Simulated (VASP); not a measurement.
# Ti4NO3 (P-6m2) in VASP: single point with PBE

Aim: the single point of Ti4NO3 with PBE.

Everything below comes from runs of VASP 6.6.1. Logs are shortened: lines on timing, memory, paths and dates and some standing lists are left out, and cuts for length are marked.

## (1) The cell of the first run

It takes space group P-6m2 (No. 187, hexagonal). The conventional cell has a = 2.850 Å, b = 2.850 Å, c = 11.151 Å, α = 90.00°, β = 90.00°, γ = 120.00°. Within 2.9 Å of Ti (site symmetry 3m) lie 6 O at 2.15 to 2.17 Å and 8 Ti at 2.82 to 2.85 Å. Ti (site symmetry 3m) has 3 N at 2.11 Å and 3 O at 2.20 Å and 8 Ti at 2.65 to 2.85 Å within 2.9 Å. N (site symmetry -6m2) has 6 Ti at 2.11 Å and 2 O at 2.78 Å and 6 N at 2.85 Å within 2.9 Å. Within 2.9 Å of O (site symmetry -6m2) lie 6 Ti at 2.17 Å and 8 O at 2.79 to 2.85 Å. Within 2.9 Å of O (site symmetry 3m) lie 6 Ti at 2.15 to 2.20 Å and 1 N at 2.78 Å and 7 O at 2.79 to 2.85 Å.

## (2) Single point, PBE

INCAR reads:

```
SYSTEM = Ti4NO3
PREC = Accurate ; ENCUT = 520
EDIFF = 1E-6 ; ISMEAR = 0
SIGMA = 0.1 ; LREAL = .False.
LASPH = .True. ; NELM = 80
ALGO = Normal ; ISIF = 2
LWAVE = .False. ; LCHARG = .False.
GGA = PE ; NBANDS = 46
```

KPOINTS reads:

```
regular mesh
0
Gamma
  18 18 4
  0 0 0
```

POSCAR reads:

```
Ti4NO3
1.0
    2.8495025541      0.0000000000      0.0000000000
   -1.4247512771      2.4677416000      0.0000000000
    0.0000000000      0.0000000000     11.1512378145
Ti N O
4 1 3
Direct
    0.6666666667      0.3333333333      0.8736835834
    0.6666666667      0.3333333333      0.1263164166
    0.6666666667      0.3333333333      0.3809743258
    0.6666666667      0.3333333333      0.6190256742
    0.0000000000      0.0000000000      0.5000000000
    0.0000000000      0.0000000000      0.0000000000
    0.0000000000      0.0000000000      0.2503542272
    0.0000000000      0.0000000000      0.7496457728
```

Potentials or basis: VASP PAW PBE potentials, release 64 (Ti_sv, N, O).

The run is started by

```bash
cat potpaw_PBE.64/Ti_sv/POTCAR potpaw_PBE.64/N/POTCAR potpaw_PBE.64/O/POTCAR > POTCAR
mpirun -np 1 vasp_std > vasp.out
```

OUTCAR:

```text
SYSTEM = Ti4NO3
   PREC = Accurate
   ENCUT = 520
   EDIFF = 1E-6
   ISMEAR = 0
   LREAL = .False.
   LASPH = .True.
   NELM = 80
   ISIF = 2
   GGA = PE

 ion  position               nearest neighbor table
   1  0.667  0.333  0.874-   8 2.15   8 2.15   8 2.15   6 2.17   6 2.17   6 2.17   2 2.82   4 2.84

   2  0.667  0.333  0.126-   7 2.15   7 2.15   7 2.15   6 2.17   6 2.17   6 2.17   1 2.82   3 2.84

   3  0.667  0.333  0.381-   5 2.11   5 2.11   5 2.11   7 2.20   7 2.20   7 2.20   4 2.65   2 2.84

   4  0.667  0.333  0.619-   5 2.11   5 2.11   5 2.11   8 2.20   8 2.20   8 2.20   3 2.65   1 2.84

   5  0.000  0.000  0.500-   3 2.11   4 2.11   3 2.11   4 2.11   3 2.11   4 2.11
   6  0.000  0.000  0.000-   1 2.17   2 2.17   1 2.17   2 2.17   1 2.17   2 2.17
   7  0.000  0.000  0.250-   2 2.15   2 2.15   2 2.15   3 2.20   3 2.20   3 2.20
   8  0.000  0.000  0.750-   1 2.15   1 2.15   1 2.15   4 2.20   4 2.20   4 2.20

  LATTYP: Found a hexagonal cell.
 ALAT       =     2.8495025541
 C/A-ratio  =     3.9133980766

  Lattice vectors:

 A1 = (   2.8495025541,   0.0000000000,   0.0000000000)
 A2 = (  -1.4247512771,   2.4677416000,   0.0000000000)
 A3 = (   0.0000000000,   0.0000000000,  11.1512378145)

Analysis of symmetry for initial positions (statically):
=====================================================================
 Subroutine PRICEL returns:
 Original cell was already a primitive cell.

 Routine SETGRP: Setting up the symmetry group for a
 hexagonal supercell.

 Subroutine GETGRP returns: Found 12 space group operations
 (whereof 12 operations were pure point group operations)
 out of a pool of 24 trial point group operations.

The static configuration has the point symmetry D_3h.

Analysis of symmetry for dynamics (positions and initial velocities):
=====================================================================
 Subroutine PRICEL returns:
 Original cell was already a primitive cell.

 Routine SETGRP: Setting up the symmetry group for a
 hexagonal supercell.

 Subroutine GETGRP returns: Found 12 space group operations
 (whereof 12 operations were pure point group operations)
 out of a pool of 24 trial point group operations.

The dynamic configuration has the point symmetry D_3h.

 Subroutine INISYM returns: Found 12 space group operations
 (whereof 12 operations are pure point group operations),
 and found     1 'primitive' translations

----------------------------------------------------------------------------------------

                                     Primitive cell

  volume of cell :      78.4137

  direct lattice vectors                    reciprocal lattice vectors
     2.849502554  0.000000000  0.000000000     0.350938447  0.202614407  0.000000000
    -1.424751277  2.467741600  0.000000000     0.000000000  0.405228813  0.000000000
     0.000000000  0.000000000 11.151237814     0.000000000  0.000000000  0.089676143

  length of vectors
     2.849502554  2.849502554 11.151237814     0.405228813  0.405228813  0.089676143

  position of ions in fractional coordinates (direct lattice)
     0.666666667  0.333333333  0.873683583
     0.666666667  0.333333333  0.126316417
     0.666666667  0.333333333  0.380974326
     0.666666667  0.333333333  0.619025674
     0.000000000  0.000000000  0.500000000
     0.000000000  0.000000000  0.000000000
     0.000000000  0.000000000  0.250354227
     0.000000000  0.000000000  0.749645773

  ion indices of the primitive-cell ions
   primitive index   ion index
                 1           1
                 2           2
                 3           3
                 4           4
                 5           5
                 6           6
                 7           7
                 8           8

----------------------------------------------------------------------------------------

 KPOINTS: regular mesh

Automatic generation of k-mesh.
 Grid dimensions read from file:
 generate k-points for:   18   18    4

 Generating k-lattice:

  Cartesian coordinates                     Fractional coordinates (reciprocal lattice)
     0.019496580  0.011256356  0.000000000     0.055555556  0.000000000  0.000000000
     0.000000000  0.022512712  0.000000000     0.000000000  0.055555556  0.000000000
     0.000000000  0.000000000  0.022419036     0.000000000  0.000000000  0.250000000

  Length of vectors
     0.022512712  0.022512712  0.022419036

  Shift w.r.t. Gamma in fractional coordinates (k-lattice)
     0.000000000  0.000000000  0.000000000

 Subroutine IBZKPT returns following result:
 ===========================================

 Found    111 irreducible k-points:

 Following reciprocal coordinates:
            Coordinates               Weight
  0.000000  0.000000  0.000000      1.000000
  0.055556  0.000000  0.000000      6.000000
  0.111111  0.000000  0.000000      6.000000
  0.166667  0.000000  0.000000      6.000000
  0.222222 -0.000000  0.000000      6.000000
  0.277778  0.000000  0.000000      6.000000
[... 16 lines left out ...]
  0.333333  0.111111  0.000000     12.000000
  0.388889  0.111111  0.000000     12.000000
 [... further k-points ...]
   k-points           NKPTS =    111   k-points in BZ     NKDIM =    111   number of bands    NBANDS=     46
   number of dos      NEDOS =    301   number of ions     NIONS =      8
   total plane-waves  NPLWV =  48384
   dimension x,y,z NGX =    24 NGY =   24 NGZ =   84
   dimension x,y,z NGXF=    48 NGYF=   48 NGZF=  168
   ions per type =               4   1   3
   NGX,Y,Z   is equivalent  to a cutoff of  14.00, 14.00, 12.52 a.u.
   NGXF,Y,Z  is equivalent  to a cutoff of  28.00, 28.00, 25.05 a.u.
 SYSTEM =  Ti4NO3
   PREC   = accura    normal or accurate (medium, high low for compatibility)
   ISTART =      0    job   : 0-new  1-cont  2-samecut
   ICHARG =      2    charge: 1-file 2-atom 10-const
   ISPIN  =      1    spin polarized calculation?
   LNONCOLLINEAR =      F non collinear calculations
   LSORBIT =      F    spin-orbit coupling
   LASPH  =      T    aspherical Exc in radial PAW
   ENCUT  =  520.0 eV  38.22 Ry    6.18 a.u.   5.30  5.30 20.73*2*pi/ulx,y,z
   NELM   =     80;   NELMIN=  2; NELMDL= -5     # of ELM steps
   EDIFF  = 0.1E-05   stopping-criterion for ELM
   LREAL  =      F    real-space projection
[... 7 lines left out ...]
   TEBEG  =    0.0;   TEEND  =   0.0 temperature during run
   PSTRESS=    0.0 pullay stress
   NELECT =      71.0000    total number of electrons
   NUPDOWN=      -1.0000    fix difference up-down
   EMIN   =  10.00;   EMAX   =-10.00  energy-range for DOS
   EFERMI =   0.00;   METHOD = LEGACY
   ISMEAR =     0;   SIGMA  =   0.10  broadening in eV -4-tet -1-fermi 0-gaus
   EFERMI_NEDOS =   21; number of points for ismear=-14 and -15
   IALGO  =     38    algorithm
   IMIX   =      4    mixing-type and parameters
     AMIX     =   0.40;   BMIX     =  1.00
     AMIX_MAG =   1.60;   BMIX_MAG =  1.00
  volume/ion in A,a.u.               =       9.80        66.15
  Fermi-wavevector in a.u.,A,eV,Ry     =   1.583788  2.992925 34.128636  2.508384
  Thomas-Fermi vector in A             =   2.683505
   LORBIT       =      0    0 simple, 1 ext, 2 COOP (PROOUT), +10 PAW based schemes
   GGA     = PE    functional components
   LHFCALC =     F    Hartree Fock is set to
   AEXX    =    0.0000 exact exchange contribution
   IVDW    =     0    specifies the selected vdW correction
   LEPSILON=     F    determine dielectric tensor
   LRPA    =     F    only Hartree local field effects (RPA)
 non-spin polarized calculation
 Gauss-broadening in eV      SIGMA  =   0.10
  energy-cutoff  :      520.00
  volume of cell :       78.41
 maximum number of plane-waves:      2133
 NGX is ok and might be reduce to    24
   NGX = 11   NGY = 11   NGZ = 41

 number of electron      70.9999992 magnetization

 Free energy of the ion-electron system (eV)
  ---------------------------------------------------
  ext. energy  EPLUGINS =         0.00000000
  ---------------------------------------------------
  free energy    TOTEN  =       -72.32070290 eV

  energy without entropy =      -72.30110745  energy(sigma->0) =      -72.31090517

 E-fermi :  10.6167     XC(G=0): -12.7917

 val. band max:       10.6161337180   @ k =   0.1111   0.0556   0.5000
 cond. band min:      10.6168663637   @ k =   0.3889   0.0556   0.0000
 fundamental gap:      0.0007326457
 Fermi energy:        10.6166673913

 k-point     1 :       0.0000    0.0000    0.0000
  band No.  band energies     occupation
      1     -46.7759      2.00000
      2     -46.7404      2.00000
      3     -46.4442      2.00000
      4     -46.3812      2.00000
      5     -23.5073      2.00000
      6     -23.1613      2.00000
[... 38 lines left out ...]
     45      12.8490      0.00000
     46      13.0301      0.00000

 k-point     2 :       0.0556    0.0000    0.0000
  band No.  band energies     occupation
      1     -46.7726      2.00000
      2     -46.7371      2.00000
      3     -46.4408      2.00000
      4     -46.3779      2.00000
      5     -23.5003      2.00000
      6     -23.1566      2.00000
[... 38 lines left out ...]
     45      12.9413      0.00000
     46      13.0803      0.00000

 k-point     3 :       0.1111    0.0000    0.0000
  band No.  band energies     occupation
      1     -46.7628      2.00000
      2     -46.7277      2.00000
      3     -46.4309      2.00000
      4     -46.3685      2.00000
      5     -23.4798      2.00000
      6     -23.1431      2.00000
[... 38 lines left out ...]
     45      13.0300      0.00000
     46      13.1948      0.00000

 k-point     4 :       0.1667    0.0000    0.0000
  band No.  band energies     occupation
      1     -46.7479      2.00000
      2     -46.7133      2.00000
      3     -46.4159      2.00000
      4     -46.3541      2.00000
      5     -23.4484      2.00000
      6     -23.1225      2.00000
[... 920 lines left out ...]
     45      13.4546      0.00000
     46      13.6389      0.00000

 k-point    23 :       0.3333    0.1111    0.0000
  band No.  band energies     occupation
      1     -46.6721      2.00000
      2     -46.6401      2.00000
      3     -46.3394      2.00000
      4     -46.2809      2.00000
      5     -23.2979      2.00000
      6     -23.2830      2.00000
[... 38 lines left out ...]
     45      13.6659      0.00000
     46      13.6957      0.00000

 k-point    24 :       0.3889    0.1111    0.0000
  band No.  band energies     occupation
      1     -46.6628      2.00000
      2     -46.6310      2.00000
      3     -46.3300      2.00000
      4     -46.2719      2.00000
      5     -23.3465      2.00000
      6     -23.2681      2.00000
[... 38 lines left out ...]
     45      13.6701      0.00000
     46      13.8870      0.00000

 [... further k-points ...]

------------------------ aborting loop because EDIFF is reached ----------------------------------------

  FORCE on cell =-STRESS in cart. coord.  units (eV):
  Direction    XX          YY          ZZ          XY          YZ          ZX
  --------------------------------------------------------------------------------------
  -------------------------------------------------------------------------------------
  Total        0.2377905      0.2377905      0.3093668     -0.0000000      0.0000000     -0.0000000
  in kB        4.8586233      4.8586233      6.3210980     -0.0000000      0.0000000     -0.0000000
  external PRESSURE =       5.3461149 kB  Pullay stress =       0.0000000 kB

 VOLUME and BASIS-vectors are now :
 -----------------------------------------------------------------------------
  energy-cutoff  :      520.00
  volume of cell :       78.41
      direct lattice vectors                 reciprocal lattice vectors
     2.849502554  0.000000000  0.000000000     0.350938447  0.202614407  0.000000000
    -1.424751277  2.467741600  0.000000000     0.000000000  0.405228813  0.000000000
     0.000000000  0.000000000 11.151237814     0.000000000  0.000000000  0.089676143

 POSITION                                       TOTAL-FORCE (eV/Angst)
 -----------------------------------------------------------------------------------
      1.42475      0.82258      9.74265         0.000000     -0.000000      0.001267
      1.42475      0.82258      1.40858         0.000000     -0.000000     -0.001267
      1.42475      0.82258      4.24834        -0.000000     -0.000000     -0.002289
      1.42475      0.82258      6.90290        -0.000000     -0.000000      0.002289
      0.00000      0.00000      5.57562        -0.000000     -0.000000      0.000000
      0.00000      0.00000      0.00000        -0.000000     -0.000000      0.000000
      0.00000      0.00000      2.79176        -0.000000      0.000000      0.011704
      0.00000      0.00000      8.35948        -0.000000      0.000000     -0.011704
 -----------------------------------------------------------------------------------
    total drift:                               -0.000001      0.000001      0.000000

  FREE ENERGIE OF THE ION-ELECTRON SYSTEM (eV)
  ---------------------------------------------------
  free  energy   TOTEN  =       -72.3207028984 eV

  energy  without entropy=      -72.3011074489  energy(sigma->0) =      -72.31090517
```

Wall time 7 min (1 thread of Intel Xeon Platinum 8488C (Sapphire Rapids), shared host); peak memory 0.43 GiB.

What came out:

```
Free energy            : -72.3207 eV
Pressure               : 0.5 GPa
Largest force          : 0.012 eV/Å
Band gap on the k mesh : zero (an odd number of electrons rules out a gap without spin polarisation)
```

Forces on the atoms (eV/Å):
```
Ti   0.000  0.000  0.001
Ti   0.000  0.000 -0.001
Ti   0.000  0.000 -0.002
Ti   0.000  0.000  0.002
N    0.000  0.000  0.000
O    0.000  0.000  0.000
O    0.000  0.000  0.012
O    0.000  0.000 -0.012
```

Stress tensor (GPa, compression positive):
```
0.49 0.00 0.00
0.00 0.49 0.00
0.00 0.00 0.63
```

Levels at points of the mesh, in eV from the Fermi level:
```csv
k point,band 33,band 34,band 35,band 36,band 37,band 38,band 39,band 40
"(0.00, 0.00, 0.00)",-2.23,-0.29,0.27,0.51,0.51,0.94,0.94,1.01
"(0.50, 0.00, 0.00)",-1.83,-0.79,-0.71,0.16,1.91,1.97,2.20,2.44
"(0.00, 0.00, 0.50)",-1.51,-1.21,0.55,0.55,0.64,0.64,0.84,1.60
"(0.50, 0.00, 0.50)",-1.50,-1.40,-0.40,0.13,1.97,2.21,2.22,2.37
```

Caveat: an odd number of electrons without spin polarisation forces a metal; a magnetic or distorted state may lie lower.
